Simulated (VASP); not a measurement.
A run of VASP 6.6.1 is set up as follows.

The input INCAR:

```
SYSTEM = Al
PREC     = Accurate       ! precision mode
ENCUT    = 520            ! plane-wave cutoff, eV
EDIFF    = 1E-6           ! SCF threshold, eV
ISMEAR   = 0              ! smearing method
SIGMA    = 0.05           ! smearing width, eV
LREAL    = .False.        ! projectors in reciprocal space
LASPH    = .True.         ! aspherical terms in the spheres
NELM     = 80             ! most SCF steps
ALGO     = Normal         ! electronic algorithm
ISIF     = 2              ! what is computed and relaxed
LWAVE    = .False.        ! write WAVECAR
LCHARG   = .True.         ! write CHGCAR
GGA      = PE             ! functional
LELF     = .True.         ! ELF
LVHAR    = .True.       
NBANDS   = 10             ! bands
```

KPOINTS

```
Automatic mesh
0
Gamma
  15 15 8
  0 0 0
```

The input POSCAR:

```
Al
1.0
    2.8124553515      0.0000000000      0.0000000000
   -1.4062276757      2.4356577814      0.0000000000
    0.0000000000      0.0000000000      4.8668500000
Al
2
Direct
    0.6666666700      0.3333333300      0.7500000000
    0.3333333300      0.6666666700      0.2500000000
```

Potentials or basis: VASP PAW PBE potentials, release 64 (Al).

Launch:

```console
$ cat potpaw_PBE.64/Al/POTCAR > POTCAR
$ mpirun -np 1 vasp_std > vasp.out
```

Question: What does it give for the pressure?

Answer: 0.3 GPa.

Question: What does it give for the band gap on the k mesh?

Answer: Zero (band 3 reaches 11.33 eV, above the bottom of band 4 at 4.89 eV).

Stress tensor (GPa, compression positive):
```
 1.32  0.00  0.00
 0.00  1.32  0.00
 0.00  0.00 -1.82
```
